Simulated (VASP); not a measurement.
Input of a VASP 6.6.1 run:

Contents of INCAR:

```
SYSTEM = Ta3H
  PREC = Accurate
  ENCUT = 520
  EDIFF = 1E-6
  ISMEAR = 0
  SIGMA = 0.1
  LREAL = .FALSE.
  LASPH = .TRUE.
  NELM = 80
  ALGO = Normal
  ISIF = 2
  LWAVE = .FALSE.
  LCHARG = .FALSE.
  LDIPOL = .TRUE.
  IDIPOL = 3
  DIPOL = 0.5 0.5 0.358
  GGA = PE
  IBRION = 2
  NSW = 36
  EDIFFG = -0.025
```

File KPOINTS:

```
Automatic mesh
0
G
  10 10 1
  0 0 0
```

POSCAR

```
Ta3H
1.0
    2.8743098524      0.0000000000      0.0000000000
   -0.9581032841      2.7099253172      0.0000000000
    0.0000000000      0.0000000000     20.0266897040
Ta H
3 1
Selective dynamics
Direct
    0.5000000000      0.5000000000      0.1997334587  F F F
    0.0000000000      0.0000000000      0.3127671377  F F F
    0.5000000000      0.5000000000      0.4257663064  F F F
    0.6666666667      1.0000000000      0.4943761705  F F T
```

Potentials or basis: VASP PAW PBE potentials, release 64 (Ta_pv, H).

The run is started by

```bash
$ cat potpaw_PBE.64/Ta_pv/POTCAR potpaw_PBE.64/H/POTCAR > POTCAR
$ mpirun -np 1 vasp_std > vasp.out
```

(1) Estimate the band gap on the k mesh.

(2) What does it give for the energy gained by relaxing?

Results:

(1) zero (bands 17 and 18 overlap by 1.48 eV).

(2) 7.3 meV/atom.

Caveat: spin-orbit coupling is left out, which moves the levels of the heavy elements.
